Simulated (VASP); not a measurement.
# Br (I4/mmm) in VASP: notebook

Br is run at these levels: PBE+D3(BJ); tasks: single point.

All numbers are computed with VASP 6.6.1; they aren't measurements. Logs are shortened: lines on timing, memory, paths and dates and some standing lists are left out, and cuts for length are marked.

**1. The cell of the first run**

The structure is tetragonal, space group I4/mmm (No. 139). The conventional cell has a = 2.891 Å, b = 2.891 Å, c = 7.106 Å, α = 90.00°, β = 90.00°, γ = 90.00°. Br (site symmetry 4/mmm) has 4 Br at 2.89 Å within 3.8 Å.

**2. Single point, PBE+D3(BJ)**

File INCAR:

```
  PREC = Accurate
  ENCUT = 520
  EDIFF = 1E-6
  ISMEAR = 0
  SIGMA = 0.15
  LREAL = False
  LASPH = True
  NELM = 80
  ALGO = Fast
  ISIF = 2
  LWAVE = False
  LCHARG = False
  GGA = PE
  IVDW = 12
  NBANDS = 10
```

File KPOINTS:

```
Automatic mesh
0
Gamma
  22 22 22
```

File POSCAR:

```
Br
1.0
   -1.4453500000      1.4453500000      3.5532137791
    1.4453500000     -1.4453500000      3.5532137791
    1.4453500000      1.4453500000     -3.5532137791
Br
1
Direct
    0.0000000000      0.0000000000      0.0000000000
```

Potentials or basis: VASP PAW PBE potentials, release 64 (Br).

Launch:

```sh
cat potpaw_PBE.64/Br/POTCAR > POTCAR
mpirun -np 1 vasp_std > vasp.out
```

OUTCAR:

```text
PREC = Accurate
   ENCUT = 520
   EDIFF = 1E-6
   ISMEAR = 0
   LREAL = False
   LASPH = True
   NELM = 80
   ISIF = 2
   GGA = PE
   IVDW = 12
 IVDW          = 12

 ion  position               nearest neighbor table
   1  0.000  0.000  0.000-

  LATTYP: Found a body centered tetragonal cell.
 ALAT       =     2.8907000000
 C/A-ratio  =     2.4583760190

  Lattice vectors:

 A1 = (  -1.4453500000,   1.4453500000,   3.5532137791)
 A2 = (   1.4453500000,  -1.4453500000,   3.5532137791)
 A3 = (   1.4453500000,   1.4453500000,  -3.5532137791)

Analysis of symmetry for initial positions (statically):
=====================================================================
 Subroutine PRICEL returns:
 Original cell was already a primitive cell.

 Routine SETGRP: Setting up the symmetry group for a
 body centered tetragonal supercell.

 Subroutine GETGRP returns: Found 16 space group operations
 (whereof 16 operations were pure point group operations)
 out of a pool of 16 trial point group operations.

The static configuration has the point symmetry D_4h.

Analysis of symmetry for dynamics (positions and initial velocities):
=====================================================================
 Subroutine PRICEL returns:
 Original cell was already a primitive cell.

 Routine SETGRP: Setting up the symmetry group for a
 body centered tetragonal supercell.

 Subroutine GETGRP returns: Found 16 space group operations
 (whereof 16 operations were pure point group operations)
 out of a pool of 16 trial point group operations.

The dynamic configuration has the point symmetry D_4h.

 Subroutine INISYM returns: Found 16 space group operations
 (whereof 16 operations are pure point group operations),
 and found     1 'primitive' translations

----------------------------------------------------------------------------------------

                                     Primitive cell

  volume of cell :      29.6912

  direct lattice vectors                    reciprocal lattice vectors
    -1.445350000  1.445350000  3.553213779     0.000000000  0.345936970  0.140717680
     1.445350000 -1.445350000  3.553213779     0.345936970  0.000000000  0.140717680
     1.445350000  1.445350000 -3.553213779     0.345936970  0.345936970  0.000000000

  length of vectors
     4.099195214  4.099195214  4.099195214     0.373461983  0.373461983  0.489228755

  position of ions in fractional coordinates (direct lattice)
     0.000000000  0.000000000  0.000000000

  ion indices of the primitive-cell ions
   primitive index   ion index
                 1           1

----------------------------------------------------------------------------------------

 KPOINTS: Automatic mesh

Automatic generation of k-mesh.
 Grid dimensions read from file:
 generate k-points for:   22   22   22

 Generating k-lattice:

  Cartesian coordinates                     Fractional coordinates (reciprocal lattice)
     0.000000000  0.015724408  0.006396258     0.045454545  0.000000000  0.000000000
     0.015724408  0.000000000  0.006396258     0.000000000  0.045454545  0.000000000
     0.015724408  0.015724408  0.000000000     0.000000000  0.000000000  0.045454545

  Length of vectors
     0.016975545  0.016975545  0.022237671

  Shift w.r.t. Gamma in fractional coordinates (k-lattice)
     0.000000000  0.000000000  0.000000000

 Subroutine IBZKPT returns following result:
 ===========================================

 Found    834 irreducible k-points:

 Following reciprocal coordinates:
            Coordinates               Weight
  0.000000  0.000000  0.000000      1.000000
  0.045455  0.000000  0.000000      8.000000
  0.090909  0.000000  0.000000      8.000000
  0.136364  0.000000 -0.000000      8.000000
  0.181818 -0.000000  0.000000      8.000000
  0.227273  0.000000  0.000000      8.000000
[... 16 lines left out ...]
  0.500000  0.045455  0.000000     16.000000
 -0.454545  0.045455  0.000000     16.000000
 [... further k-points ...]
   k-points           NKPTS =    834   k-points in BZ     NKDIM =    834   number of bands    NBANDS=     10
   number of dos      NEDOS =    301   number of ions     NIONS =      1
   total plane-waves  NPLWV =  27000
   dimension x,y,z NGX =    30 NGY =   30 NGZ =   30
   dimension x,y,z NGXF=    60 NGYF=   60 NGZF=   60
   ions per type =               1
   NGX,Y,Z   is equivalent  to a cutoff of  12.17, 12.17, 12.17 a.u.
   NGXF,Y,Z  is equivalent  to a cutoff of  24.33, 24.33, 24.33 a.u.
 SYSTEM =  unknown system
   PREC   = accura    normal or accurate (medium, high low for compatibility)
   ISTART =      0    job   : 0-new  1-cont  2-samecut
   ICHARG =      2    charge: 1-file 2-atom 10-const
   ISPIN  =      1    spin polarized calculation?
   LNONCOLLINEAR =      F non collinear calculations
   LSORBIT =      F    spin-orbit coupling
   LASPH  =      T    aspherical Exc in radial PAW
   ENCUT  =  520.0 eV  38.22 Ry    6.18 a.u.   7.62  7.62  7.62*2*pi/ulx,y,z
   NELM   =     80;   NELMIN=  2; NELMDL= -5     # of ELM steps
   EDIFF  = 0.1E-05   stopping-criterion for ELM
   LREAL  =      F    real-space projection
   EDIFFG = 0.1E-04   stopping-criterion for IOM
   NSW    =      0    number of steps for IOM
   IBRION =     -1    ionic relax: 0-MD 1-quasi-New 2-CG
   NFREE  =      0    steps in history (QN), initial steepest desc. (CG)
   ISIF   =      2    stress and relaxation
   ISYM   =      2    0-nonsym 1-usesym 2-fastsym
   POTIM  = 0.5000    time-step for ionic-motion
   TEBEG  =    0.0;   TEEND  =   0.0 temperature during run
   PSTRESS=    0.0 pullay stress
   NELECT =       7.0000    total number of electrons
   NUPDOWN=      -1.0000    fix difference up-down
   EMIN   =  10.00;   EMAX   =-10.00  energy-range for DOS
   EFERMI =   0.00;   METHOD = LEGACY
   ISMEAR =     0;   SIGMA  =   0.15  broadening in eV -4-tet -1-fermi 0-gaus
   EFERMI_NEDOS =   21; number of points for ismear=-14 and -15
   IALGO  =     68    algorithm
   IMIX   =      4    mixing-type and parameters
     AMIX     =   0.40;   BMIX     =  1.00
     AMIX_MAG =   1.60;   BMIX_MAG =  1.00
  volume/ion in A,a.u.               =      29.69       200.37
  Fermi-wavevector in a.u.,A,eV,Ry     =   1.011343  1.911161 13.916233  1.022814
  Thomas-Fermi vector in A             =   2.144387
   LORBIT       =      0    0 simple, 1 ext, 2 COOP (PROOUT), +10 PAW based schemes
   GGA     = PE    functional components
   LHFCALC =     F    Hartree Fock is set to
   AEXX    =    0.0000 exact exchange contribution
   IVDW    =    12    specifies the selected vdW correction
   LEPSILON=     F    determine dielectric tensor
   LRPA    =     F    only Hartree local field effects (RPA)
 non-spin polarized calculation
 RMM-DIIS sequential band-by-band and
 Gauss-broadening in eV      SIGMA  =   0.15
  energy-cutoff  :      520.00
  volume of cell :       29.69
 maximum number of plane-waves:       817
   NGX = 15   NGY = 15   NGZ = 15

 number of electron       7.0000000 magnetization

 Free energy of the ion-electron system (eV)
  ---------------------------------------------------
  ext. energy  EPLUGINS =         0.00000000
  ---------------------------------------------------
  free energy    TOTEN  =        -1.44563348 eV

  energy without entropy =       -1.43963246  energy(sigma->0) =       -1.44263297

 E-fermi :   1.1442     XC(G=0):  -8.5529

 val. band max:        1.1435259327   @ k =   0.2727   0.0909   0.0455
 cond. band min:       1.1444342858   @ k =  -0.2273  -0.3182   0.2273
 fundamental gap:      0.0009083532
 Fermi energy:         1.1442400579

 k-point     1 :       0.0000    0.0000    0.0000
  band No.  band energies     occupation
      1     -14.8537      2.00000
      2      -0.8955      2.00000
      3       2.0092      0.00000
      4       2.0092      0.00000
      5       6.7784      0.00000
      6      11.0688      0.00000
      7      11.4247      0.00000
      8      16.8088      0.00000
      9      16.8088      0.00000
     10      17.5402      0.00000

 k-point     2 :       0.0455    0.0000    0.0000
  band No.  band energies     occupation
      1     -14.8296      2.00000
      2      -0.8954      2.00000
      3       1.7969      0.00000
      4       2.0236      0.00000
      5       6.8644      0.00000
      6      11.1808      0.00000
      7      11.5850      0.00000
      8      15.9253      0.00000
      9      16.8492      0.00000
     10      18.1118      0.00000

 k-point     3 :       0.0909    0.0000    0.0000
  band No.  band energies     occupation
      1     -14.7582      2.00000
      2      -0.8947      2.00000
      3       1.2351      0.39142
      4       2.0660      0.00000
      5       7.0960      0.00000
      6      11.3172      0.00000
      7      12.2058      0.00000
      8      14.7482      0.00000
      9      16.9695      0.00000
     10      18.5397      0.00000

 k-point     4 :       0.1364    0.0000   -0.0000
  band No.  band energies     occupation
      1     -14.6422      2.00000
      2      -0.8948      2.00000
      3       0.4724      2.00000
      4       2.1340      0.00000
      5       7.4283      0.00000
      6      11.4465      0.00000
      7      13.0988      0.00000
      8      13.7462      0.00000
      9      17.1658      0.00000
     10      18.8683      0.00000
[... 222 lines left out ...]
 k-point    22 :       0.4545    0.0455    0.0000
  band No.  band energies     occupation
      1     -13.3481      2.00000
      2      -4.2396      2.00000
      3      -0.6378      2.00000
      4       2.6174      0.00000
      5       7.7734      0.00000
      6      13.1509      0.00000
      7      13.8165      0.00000
      8      15.5976      0.00000
      9      16.4213      0.00000
     10      18.7907      0.00000

 k-point    23 :       0.5000    0.0455    0.0000
  band No.  band energies     occupation
      1     -13.3107      2.00000
      2      -4.3374      2.00000
      3      -0.6006      2.00000
      4       2.6392      0.00000
      5       7.7054      0.00000
      6      13.2795      0.00000
      7      13.7640      0.00000
      8      15.5584      0.00000
      9      16.3243      0.00000
     10      18.7035      0.00000

 k-point    24 :      -0.4545    0.0455    0.0000
  band No.  band energies     occupation
      1     -13.3555      2.00000
      2      -4.2301      2.00000
      3      -0.5830      2.00000
      4       2.6218      0.00000
      5       7.7731      0.00000
      6      13.0757      0.00000
      7      13.3334      0.00000
      8      15.4558      0.00000
      9      17.0923      0.00000
     10      18.7989      0.00000

 [... further k-points ...]

------------------------ aborting loop because EDIFF is reached ----------------------------------------

 Edisp (eV)   -0.24365

 E8    (eV) :    -0.0965

  FORCE on cell =-STRESS in cart. coord.  units (eV):
  Direction    XX          YY          ZZ          XY          YZ          ZX
  --------------------------------------------------------------------------------------
  -------------------------------------------------------------------------------------
  Total      -0.43880    -0.43880     0.00857     0.00000     0.00000     0.00000
  in kB     -23.67824   -23.67824     0.46232     0.00000     0.00000     0.00000
  external pressure =      -15.63 kB  Pullay stress =        0.00 kB

 VOLUME and BASIS-vectors are now :
 -----------------------------------------------------------------------------
  energy-cutoff  :      520.00
  volume of cell :       29.69
      direct lattice vectors                 reciprocal lattice vectors
    -1.445350000  1.445350000  3.553213779     0.000000000  0.345936970  0.140717680
     1.445350000 -1.445350000  3.553213779     0.345936970  0.000000000  0.140717680
     1.445350000  1.445350000 -3.553213779     0.345936970  0.345936970  0.000000000

 POSITION                                       TOTAL-FORCE (eV/Angst)
 -----------------------------------------------------------------------------------
      0.00000      0.00000      0.00000        -0.000000     -0.000000      0.000000
 -----------------------------------------------------------------------------------
    total drift:                               -0.000000     -0.000000      0.000000

  FREE ENERGIE OF THE ION-ELECTRON SYSTEM (eV)
  ---------------------------------------------------
  free  energy   TOTEN  =        -1.6892861364 eV

  energy  without entropy=       -1.6832851163  energy(sigma->0) =       -1.68628563
```

It took 6.3 min on 1 thread of Oxide Virtual Turin-like, shared host; peak memory 0.32 GiB.

What came out:

```
Free energy                : -1.6893 eV
Pressure                   : -1.6 GPa
Band gap on the k mesh     : zero (an odd number of electrons rules out a gap without spin polarisation)
Dispersion energy per atom : -0.244 eV
```

Levels at points of the mesh, in eV from the Fermi level:
| k point | band 1 | band 2 | band 3 | band 4 | band 5 | band 6 | band 7 | band 8 | band 9 |
| --- | --- | --- | --- | --- | --- | --- | --- | --- | --- |
| (0.00, 0.00, 0.00) | -16.00 | -2.04 | 0.86 | 0.86 | 5.63 | 9.92 | 10.28 | 15.66 | 15.66 |
| (0.50, 0.00, 0.00) | -14.48 | -5.50 | -1.76 | 1.67 | 6.51 | 11.89 | 12.90 | 14.96 | 15.02 |
| (0.50, 0.50, 0.00) | -13.12 | -4.26 | -3.96 | -0.61 | 5.67 | 8.35 | 12.74 | 13.97 | 14.56 |
| (0.50, 0.50, 0.50) | -15.75 | -4.25 | 0.69 | 0.69 | 9.17 | 9.34 | 11.90 | 17.55 | 18.89 |

Caveat: an odd number of electrons without spin polarisation forces a metal; a magnetic or distorted state may lie lower.

**3. Single point, PBE+D3(BJ)**

This run uses another cell than the first one, of 30.10 Å³/atom.

File INCAR:

```
PREC = Accurate
ENCUT = 520
EDIFF = 1E-6
ISMEAR = 0
SIGMA = 0.15
LREAL = F
LASPH = T
NELM = 80
ALGO = Fast
ISIF = 2
LWAVE = F
LCHARG = F
GGA = PE
IVDW = 12
NBANDS = 10
```

KPOINTS is that of step 2.

File POSCAR:

```
Br
1.0
   -1.4216501623      1.4216501623      3.7237500000
    1.4216501623     -1.4216501623      3.7237500000
    1.4216501623      1.4216501623     -3.7237500000
Br
1
Direct
    0.0000000000      0.0000000000      0.0000000000
```

Potentials or basis: VASP PAW PBE potentials, release 64 (Br).

Launch:

```sh
cat potpaw_PBE.64/Br/POTCAR > POTCAR
mpirun -np 1 vasp_std > vasp.out
```

It took 8.1 min on 1 thread of Oxide Virtual Turin-like, shared host; peak memory 0.34 GiB.

The run converged. Its results:

* Free energy: -1.6940 eV
* Pressure: -0.2 GPa
* Band gap on the k mesh: zero (an odd number of electrons rules out a gap without spin polarisation)
* Dispersion energy per atom: -0.237 eV

Stress tensor (GPa, compression positive):
```
 0.03  0.00  0.00
 0.00  0.03  0.00
 0.00  0.00 -0.62
```

Levels at points of the mesh, in eV from the Fermi level:
```tsv
k point	band 2	band 3	band 4	band 5	band 6	band 7
(0.00, 0.00, 0.00)	-2.57	0.89	0.89	5.16	9.72	10.17
(0.50, 0.00, 0.00)	-5.89	-1.96	1.82	6.30	12.01	12.32
(0.50, 0.50, 0.00)	-4.51	-4.30	-0.67	5.42	8.42	12.05
(0.50, 0.50, 0.50)	-4.39	0.78	0.78	9.31	9.39	11.00
```

Caveat: an odd number of electrons without spin polarisation forces a metal; a magnetic or distorted state may lie lower.

**4. Single point, PBE+D3(BJ)**

This run uses another cell than the first one, of 30.15 Å³/atom.

File INCAR:

```
SYSTEM = Br
  ALGO = Fast
  EDIFF = 1E-6
  ENCUT = 520
  GGA = PE
  ISIF = 2
  ISMEAR = 0
  IVDW = 12
  LASPH = .True.
  LCHARG = .False.
  LREAL = .False.
  LWAVE = .False.
  NBANDS = 10
  NELM = 60
  PREC = Accurate
  SIGMA = 0.15
```

File KPOINTS:

```
k-points
0
Gamma
  22 22 22
  0 0 0
```

File POSCAR:

```
Br
1.0
   -1.4927500000      1.4927500000      3.3826500000
    1.4927500000     -1.4927500000      3.3826500000
    1.4927500000      1.4927500000     -3.3826500000
Br
1
Direct
    0.0000000000      0.0000000000      0.0000000000
```

Launch:

```sh
cat potpaw_PBE.64/Br/POTCAR > POTCAR
mpirun -np 1 vasp_std > vasp.out
```

Run time: 4.1 min. Hardware: 1 thread of Oxide Virtual Turin-like, shared host; peak memory 0.33 GiB.

It converged, with:

```yaml
Free_energy: -1.6337 eV
Pressure: -3.5 GPa
Band_gap_on_the_k_mesh: zero (an odd number of electrons rules out a gap without spin polarisation)
Dispersion_energy_per_atom: -0.242 eV
```

Stress tensor (GPa, compression positive):
```
-5.81  0.00  0.00
 0.00 -5.81  0.00
 0.00  0.00  0.99
```

Levels at points of the mesh, in eV from the Fermi level:
```tsv
k point	band 2	band 3	band 4	band 5	band 6	band 7
(0.00, 0.00, 0.00)	-1.27	0.80	0.80	6.25	10.27	10.55
(0.50, 0.00, 0.00)	-4.82	-1.40	1.41	6.93	11.69	13.46
(0.50, 0.50, 0.00)	-3.80	-3.35	-0.51	6.11	8.37	13.72
(0.50, 0.50, 0.50)	-3.87	0.54	0.54	8.84	9.40	12.80
```

Caveat: the stress differs along the axes, from -6 to 1 GPa; an odd number of electrons without spin polarisation forces a metal; a magnetic or distorted state may lie lower.

**5. Overview**

| cell | gap on the mesh (eV) | pressure (GPa) |
| --- | --- | --- |
| a = 4.099 Å, angles 138.7, 138.7, 59.8°, 1 atom | none | -1.6 |
| a = 4.232 Å, angles 140.7, 140.7, 56.7°, 1 atom | none | -0.2 |
| a = 3.987 Å, angles 136.0, 136.0, 63.9°, 1 atom | none | -3.5 |

Alike in all rows: task single point; level PBE+D3(BJ); potentials or basis VASP PAW PBE potentials, release 64 (Br); no spin polarisation; k mesh 22 × 22 × 22; cutoff (eV) 520; smearing gaussian 0.15 eV.

Caveats: an odd number of electrons without spin polarisation forces a metal; a magnetic or distorted state may lie lower; the stress differs along the axes, from -6 to 1 GPa (at least some runs).

Total energies depend on the potentials used, so only differences within one code and one set of settings carry meaning.
